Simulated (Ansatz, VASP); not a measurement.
# ZnAu: VASP beside Ansatz

```
CELL_PARAMETERS angstrom
3.14700 0.00000 0.00000
0.00000 3.14700 0.00000
0.00000 0.00000 3.14700
ATOMIC_POSITIONS crystal
Au 0.00000 0.00000 0.00000
Zn 0.50000 0.50000 0.50000
```

Alike in both runs: functional LDA; k mesh 5 × 5 × 5; occupations fermi-dirac, width 0.05 eV; no spin polarisation.

```csv
,VASP,Ansatz
version,VASP 6.6.1,Ansatz 0.2.0
potentials or method,"VASP PAW LDA potentials, release 64 (Au, Zn)",Ansatz PAW
plane-wave cutoff (eV),520,420
valence electrons in the cell,23,31
task,single point,band structure
```

VASP gave:

- gap on the k mesh at the Fermi level (eV): none
- pressure (GPa): -5.7

Question: Estimate Ansatz's values.

Answer: gap on the k mesh at the Fermi level (eV): none; pressure (GPa): -6.3.

LDA's correlation is that of Perdew and Zunger in VASP and of Perdew and Wang (1992) in Ansatz. A gap of «none» marks a metal or a gap that the smearing closes. VASP's potentials hold 23 valence electrons a cell and Ansatz's 31, so a difference there can come from the potentials and not from the codes.

The k mesh is coarse, so the values compare programs but aren't converged. Neither program's run includes spin-orbit coupling.
